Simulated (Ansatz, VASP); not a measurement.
**Two plane-wave programs on Co**

```
Co
1.0
     2.47056    0.00000    0.00000
    -1.23528    2.13957    0.00000
     0.00000    0.00000    8.08823
Co
4
Direct
  0.66667 0.33333 0.75000
  0.00000 0.00000 0.50000
  0.33333 0.66667 0.25000
  0.00000 0.00000 0.00000
```

Alike in both runs: task single point; functional PBE; k mesh 12 × 12 × 4; occupations fermi-dirac, width 0.05 eV; collinear spin, ferromagnetic start.

```csv
,VASP,Ansatz
version,VASP 6.6.1,Ansatz 0.2.0
potentials or method,"VASP PAW PBE potentials, release 64 (Co)",Ansatz PAW
plane-wave cutoff (eV),520,420
valence electrons in the cell,36,68
```

```tsv
	VASP	Ansatz	Ansatz less VASP
gap on the k mesh at the Fermi level (eV)	none	none	-
pressure (GPa)	3.8	4.7	+0.89
traceless stress, the component that is largest in VASP (GPa)	-2.54	-2.61	-0.063
net moment per atom (μB)	1.64	1.65	+0.011
size of the moment on the site where the two differ most (μB)	1.67	1.73	+0.066
```

Site moments also hang on the region over which each program counts them. A gap of «none» marks a metal or a gap that the smearing closes. The functional is the same, so the differences come from potentials, cutoffs and numerics. VASP's potentials hold 36 valence electrons a cell and Ansatz's 68, so a difference there can come from the potentials and not from the codes.
